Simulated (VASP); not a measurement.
Wanted: the native input for a VASP 6.6.1 run.

| Quantity | Value |
| --- | --- |
| Task | single point |
| Functional | LDA |
| Potentials or basis | VASP PAW LDA potentials, release 64 (S, Si) |
| Cutoff | 500 eV |
| k mesh | 7 × 7 × 7 |
| Occupations | fermi-dirac, width 0.05 eV |
| Spin | no spin polarisation |
| Dipole correction | no |
| Further INCAR settings | ALGO = Normal; EDIFF = 1e-06; NBANDS = 25 |

The structure of SiS2 lies in POSCAR:

```
SiS2
1.0
   -2.7820000000      4.7725000000      2.7760000000
    2.7820000000     -4.7725000000      2.7760000000
    2.7820000000      4.7725000000     -2.7760000000
S Si
4 2
Direct
    0.3818000000      0.7088000000      0.0906000000
    0.6182000000      0.2912000000      0.9094000000
    0.8818000000      0.7912000000      0.6730000000
    0.1182000000      0.2088000000      0.3270000000
    0.2500000000      0.2500000000      0.0000000000
    0.7500000000      0.7500000000      0.0000000000
```

These files were run (other wordings do the same):

INCAR

```
SYSTEM = SiS2
  PREC = Accurate
  ENCUT = 500
  EDIFF = 1E-6
  ISMEAR = -1
  SIGMA = 0.05
  LREAL = .False.
  LASPH = .True.
  NELM = 120
  ALGO = Normal
  ISIF = 2
  LWAVE = .False.
  LCHARG = .False.
  GGA = CA
  NBANDS = 25
  GGA_COMPAT = .False.
```

KPOINTS

```
Automatic mesh
0
Gamma
  7 7 7
  0 0 0
```

Potentials or basis: VASP PAW LDA potentials, release 64 (S, Si).

Run with:

```console
$ cat potpaw_LDA.64/S/POTCAR potpaw_LDA.64/Si/POTCAR > POTCAR
$ mpirun -np 1 vasp_std > vasp.out
```

It gave:

The pressure is -1.1 GPa and the largest force is 0.024 eV/Å. The band gap on the k mesh is 2.59 eV (least direct gap 2.98 eV).

It took 6.9 min on 1 thread of Oxide Virtual Turin-like Processor, on a shared host, peak memory 0.32 GiB.
